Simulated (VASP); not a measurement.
Set up this calculation in VASP 6.6.1, as the native input.

```
Task                   : single point
Functional             : BLYP
Potentials or basis    : VASP PAW PBE potentials, release 64 (Mn_pv)
Cutoff                 : 520 eV
k mesh                 : 12 × 12 × 12
Occupations            : fermi-dirac, width 0.05 eV
Spin                   : collinear spin, ferrimagnetic start
Starting moments       : [0.91, -2.882] μB
Dipole correction      : no
Further INCAR settings : ALGO = Normal; EDIFF = 1e-06; NBANDS = 24
```

The structure of Mn lies in POSCAR:

```
Mn
1.0
    3.0268115728      0.0000000000      0.0000000000
    0.0000000000      3.0268115728      0.0000000000
    0.0000000000      0.0000000000      3.0268115728
Mn
2
Direct
    0.0000000000      0.0000000000      0.0000000000
    0.5000000000      0.5000000000      0.5000000000
```

This isn't the form of Mn at room conditions, which is a 58-atom cubic cell.

One way to write it, as run:

INCAR

```
PREC = Accurate
ENCUT = 520
EDIFF = 1E-6
ISMEAR = -1
SIGMA = 0.05
LREAL = F
LASPH = T
NELM = 150
ALGO = Normal
ISIF = 2
LWAVE = F
LCHARG = F
ISPIN = 2
MAGMOM = 0.91 -2.882
LORBIT = 11
LMAXMIX = 4
GGA = B5
ALDAX = 1.0
AGGAX = 1.0
AGGAC = 1.0
ALDAC = 0.0
NBANDS = 24
```

KPOINTS

```
regular mesh
0
Gamma
  12 12 12
```

Potentials or basis: VASP PAW PBE potentials, release 64 (Mn_pv).

Command:

```console
$ cat potpaw_PBE.64/Mn_pv/POTCAR > POTCAR
$ mpirun -np 1 vasp_std > vasp.out
```

It gave:

* Pressure: -11.4 GPa
* Band gap on the k mesh: zero (filled and empty bands overlap)
* Net moment: -2.03 μB per cell
* Site moments: Mn +1.33, -3.32 μB
* Valence electrons inside the program's atomic spheres: Mn 11.68, 11.62

Caveat: the cell stands under tension; the PAW data sets were made with another functional, which shifts forces and pressure a little.

It took 42 s on 1 thread of Intel(R) Xeon(R) 6975P-C (Granite Rapids), with other jobs on the host, peak memory 0.19 GiB.
